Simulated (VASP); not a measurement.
BN, 4 atoms in the cell. The structure is hexagonal, space group P6_3mc (No. 186). Conventional cell: a = 2.541 Å, b = 2.541 Å, c = 4.203 Å, α = 90.00°, β = 90.00°, γ = 120.00°. Within 2.1 Å of B (site symmetry 3m) lie 4 N at 1.56 to 1.57 Å. Within 2.1 Å of N (site symmetry 3m) lie 4 B at 1.56 to 1.57 Å. 

```yaml
Program: VASP 6.6.1
Task: vibrations by perturbation theory
Functional: PBEsol
Potentials_or_basis: VASP PAW PBE potentials, release 64 (B, N)
Cutoff: 520 eV
k_mesh: 9 × 9 × 6
Occupations: gaussian, width 0.01 eV
Spin: no spin polarisation
Dipole_correction: no
Further_INCAR_settings: ALGO = Normal; EDIFF = 1e-08; IBRION = 8; NSW = 1
```

Potentials or basis: VASP PAW PBE potentials, release 64 (B, N).

Command:

```bash
$ cat potpaw_PBE.64/B/POTCAR potpaw_PBE.64/N/POTCAR > POTCAR
$ mpirun -np 1 vasp_std > vasp.out
```

Hardware: 1 thread of AMD EPYC 7R13 (shared host).

Problem. Estimate the wall time of this run.

Solution. Wall time 10 min on 1 thread of AMD EPYC 7R13, on a shared host, peak memory 0.26 GiB. Counts: scf iterations 143, k points 48.
